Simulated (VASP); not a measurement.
# Si (Fm-3m) in VASP: density of states with LDA

Aim: the density of states of Si with LDA.

Everything below comes from runs of VASP 6.6.1. Logs are shortened: lines on timing, memory, paths and dates and some standing lists are left out, and cuts for length are marked.

### Step 1. The cell of the first run

Symmetry: Fm-3m, No. 225, cubic system. The conventional cell has a = 3.824 Å, b = 3.824 Å, c = 3.824 Å, α = 90.00°, β = 90.00°, γ = 90.00°. Within 3.6 Å of Si (site symmetry m-3m) lie 12 Si at 2.70 Å.

### Step 2. Density of states, LDA

Input file POSCAR:

```
Si
1.0
    0.0000000000      1.9118798969      1.9118798969
    1.9118798969      0.0000000000      1.9118798969
    1.9118798969      1.9118798969      0.0000000000
Si
1
Direct
    0.0000000000      0.0000000000      0.0000000000
```

Input file INCAR.step1:

```
SYSTEM = Si
ALGO = Normal
EDIFF = 1E-7
ENCUT = 520
GGA = CA
ISIF = 2
ISMEAR = -1
LASPH = .TRUE.
LCHARG = .TRUE.
LREAL = .FALSE.
LWAVE = .FALSE.
NBANDS = 8
NELM = 60
PREC = Accurate
SIGMA = 0.08
```

Input file KPOINTS.step1:

```
k-points
0
G
  18 18 18
  0 0 0
```

Input file INCAR.step2:

```
SYSTEM = Si
ALGO = Normal
EDIFF = 1E-7
ENCUT = 520
GGA = CA
ICHARG = 11
ISIF = 2
ISMEAR = -5
LASPH = .TRUE.
LCHARG = .FALSE.
LORBIT = 11
LREAL = .FALSE.
LWAVE = .FALSE.
NBANDS = 8
NEDOS = 2001
NELM = 60
PREC = Accurate
SIGMA = 0.08
```

Input file KPOINTS.step2:

```
k-points
0
G
  27 27 27
  0 0 0
```

Potentials or basis: VASP PAW LDA potentials, release 64 (Si).

Run with:

```sh
$ cat potpaw_LDA.64/Si/POTCAR > POTCAR
$ cp INCAR.step1 INCAR
$ cp KPOINTS.step1 KPOINTS
$ mpirun -np 1 vasp_std > vasp.out
$ cp INCAR.step2 INCAR
$ cp KPOINTS.step2 KPOINTS
$ mpirun -np 1 vasp_std > vasp.out
```

OUTCAR:

```text
SYSTEM = Si
   EDIFF = 1E-7
   ENCUT = 520
   GGA = CA
   ICHARG = 11
   ISIF = 2
   ISMEAR = -5
   LASPH = .TRUE.
   LORBIT = 11
   LREAL = .FALSE.
   NELM = 60
   PREC = Accurate

 ion  position               nearest neighbor table
   1  0.000  0.000  0.000-

  LATTYP: Found a face centered cubic cell.
 ALAT       =     3.8237597938

  Lattice vectors:

 A1 = (   0.0000000000,   1.9118798969,   1.9118798969)
 A2 = (   1.9118798969,   0.0000000000,   1.9118798969)
 A3 = (   1.9118798969,   1.9118798969,   0.0000000000)

Analysis of symmetry for initial positions (statically):
=====================================================================
 Subroutine PRICEL returns:
 Original cell was already a primitive cell.

 Routine SETGRP: Setting up the symmetry group for a
 face centered cubic supercell.

 Subroutine GETGRP returns: Found 48 space group operations
 (whereof 48 operations were pure point group operations)
 out of a pool of 48 trial point group operations.

The static configuration has the point symmetry O_h .

Analysis of symmetry for dynamics (positions and initial velocities):
=====================================================================
 Subroutine PRICEL returns:
 Original cell was already a primitive cell.

 Routine SETGRP: Setting up the symmetry group for a
 face centered cubic supercell.

 Subroutine GETGRP returns: Found 48 space group operations
 (whereof 48 operations were pure point group operations)
 out of a pool of 48 trial point group operations.

The dynamic configuration has the point symmetry O_h .

 Subroutine INISYM returns: Found 48 space group operations
 (whereof 48 operations are pure point group operations),
 and found     1 'primitive' translations

----------------------------------------------------------------------------------------

                                     Primitive cell

  volume of cell :      13.9769

  direct lattice vectors                    reciprocal lattice vectors
     0.000000000  1.911879897  1.911879897    -0.261522704  0.261522704  0.261522704
     1.911879897  0.000000000  1.911879897     0.261522704 -0.261522704  0.261522704
     1.911879897  1.911879897  0.000000000     0.261522704  0.261522704 -0.261522704

  length of vectors
     2.703806480  2.703806480  2.703806480     0.452970610  0.452970610  0.452970610

  position of ions in fractional coordinates (direct lattice)
[... 77 lines left out ...]
   ENCUT  =  520.0 eV  38.22 Ry    6.18 a.u.   5.03  5.03  5.03*2*pi/ulx,y,z
   NELM   =     60;   NELMIN=  2; NELMDL=  0     # of ELM steps
   EDIFF  = 0.1E-06   stopping-criterion for ELM
   LREAL  =      F    real-space projection
   EDIFFG = 0.1E-05   stopping-criterion for IOM
   NSW    =      0    number of steps for IOM
   IBRION =     -1    ionic relax: 0-MD 1-quasi-New 2-CG
   NFREE  =      0    steps in history (QN), initial steepest desc. (CG)
   ISIF   =      2    stress and relaxation
   ISYM   =      2    0-nonsym 1-usesym 2-fastsym
   POTIM  = 0.5000    time-step for ionic-motion
   TEBEG  =    0.0;   TEEND  =   0.0 temperature during run
   PSTRESS=    0.0 pullay stress
   NELECT =       4.0000    total number of electrons
   NUPDOWN=      -1.0000    fix difference up-down
   EMIN   =  10.00;   EMAX   =-10.00  energy-range for DOS
   EFERMI =   0.00;   METHOD = LEGACY
   ISMEAR =    -5;   SIGMA  =   0.08  broadening in eV -4-tet -1-fermi 0-gaus
   EFERMI_NEDOS =   21; number of points for ismear=-14 and -15
   IALGO  =     38    algorithm
   IMIX   =      4    mixing-type and parameters
     AMIX     =   0.40;   BMIX     =  1.00
     AMIX_MAG =   1.60;   BMIX_MAG =  1.00
  volume/ion in A,a.u.               =      13.98        94.32
  Fermi-wavevector in a.u.,A,eV,Ry     =   1.078841  2.038714 15.835801  1.163899
  Thomas-Fermi vector in A             =   2.214791
   LORBIT       =     11    0 simple, 1 ext, 2 COOP (PROOUT), +10 PAW based schemes
   GGA     = CA    functional components
   LHFCALC =     F    Hartree Fock is set to
   AEXX    =    0.0000 exact exchange contribution
   IVDW    =     0    specifies the selected vdW correction
   LEPSILON=     F    determine dielectric tensor
   LRPA    =     F    only Hartree local field effects (RPA)
 non-spin polarized calculation
 Fermi weights with tetrahedron method with Bloechl corrections
  energy-cutoff  :      520.00
  volume of cell :       13.98
 maximum number of plane-waves:       388

 number of electron       4.0000000 magnetization

 Free energy of the ion-electron system (eV)
  ---------------------------------------------------
  ext. energy  EPLUGINS =         0.00000000
  ---------------------------------------------------
  free energy    TOTEN  =        -5.50999665 eV

  energy without entropy =       -5.50999665  energy(sigma->0) =       -5.50999665

 E-fermi :  10.6428     XC(G=0): -11.4046

 val. band max:       10.7317759739   @ k =   0.4815   0.3333   0.1481
 cond. band min:      10.5317337785   @ k =  -0.2222   0.2963   0.0741
 fundamental gap:     -0.2000421953
 Fermi energy:        10.6428325969

 k-point     1 :       0.0000    0.0000    0.0000
  band No.  band energies     occupation
      1      -4.1212      2.00000
      2      21.9812      0.00000
      3      21.9812      0.00000
      4      21.9812      0.00000
      5      22.6418      0.00000
      6      22.6418      0.00000
      7      22.6418      0.00000
      8      28.2256      0.00000
[... 243 lines left out ...]
 k-point    24 :       0.3704    0.0370    0.0000
  band No.  band energies     occupation
      1      -0.3122      2.00000
      2       7.8244      2.00000
      3      18.6382      0.00000
      4      19.4963      0.00000
      5      21.8136      0.00000
      6      23.2891      0.00000
      7      24.3252      0.00000
      8      28.1936      0.00000

 [... further k-points ...]
[... 5 lines left out ...]
  --------------------------------------------------------------------------------------
  -------------------------------------------------------------------------------------
  Total       -0.0361962     -0.0361962     -0.0361962      0.0000000      0.0000000      0.0000000
  in kB       -4.1491693     -4.1491693     -4.1491693      0.0000000      0.0000000      0.0000000
  external PRESSURE =      -4.1491693 kB  Pullay stress =       0.0000000 kB

 VOLUME and BASIS-vectors are now :
 -----------------------------------------------------------------------------
  energy-cutoff  :      520.00
  volume of cell :       13.98
      direct lattice vectors                 reciprocal lattice vectors
     0.000000000  1.911879897  1.911879897    -0.261522704  0.261522704  0.261522704
     1.911879897  0.000000000  1.911879897     0.261522704 -0.261522704  0.261522704
     1.911879897  1.911879897  0.000000000     0.261522704  0.261522704 -0.261522704

 POSITION                                       TOTAL-FORCE (eV/Angst)
 -----------------------------------------------------------------------------------
      0.00000      0.00000      0.00000         0.000000      0.000000      0.000000
 -----------------------------------------------------------------------------------
    total drift:                                0.000000      0.000000     -0.000000

  FREE ENERGIE OF THE ION-ELECTRON SYSTEM (eV)
  ---------------------------------------------------
  free  energy   TOTEN  =        -5.5099966455 eV

  energy  without entropy=       -5.5099966455  energy(sigma->0) =       -5.50999665

 total charge

# of ion       s       p       d       tot
------------------------------------------
    1        0.847   0.727   0.000   1.574
```

OUTCAR.step1:

```text
SYSTEM = Si
   EDIFF = 1E-7
   ENCUT = 520
   GGA = CA
   ISIF = 2
   ISMEAR = -1
   LASPH = .TRUE.
[... 480 lines left out ...]
 -----------------------------------------------------------------------------------
      0.00000      0.00000      0.00000         0.000000      0.000000      0.000000
 -----------------------------------------------------------------------------------
    total drift:                                0.000000      0.000000     -0.000000

  FREE ENERGIE OF THE ION-ELECTRON SYSTEM (eV)
  ---------------------------------------------------
  free  energy   TOTEN  =        -5.5146182702 eV

  energy  without entropy=       -5.5057684564  energy(sigma->0) =       -5.51019336
```

It took 64 s on 1 thread of Intel Xeon 8259CL, shared host; peak memory 0.15 GiB.

What came out:

| Quantity | Value |
| --- | --- |
| Valence electrons inside the program's atomic spheres | Si 1.57 |

Levels at points of the mesh, in eV from the Fermi level:
```
           k point  band 1  band 2  band 3  band 4  band 5  band 6  band 7
(0.00, 0.00, 0.00)  -14.76   11.34   11.34   11.34   12.00   12.00   12.00
```

Caveat: tetrahedron occupations give inexact forces and stress in metals.
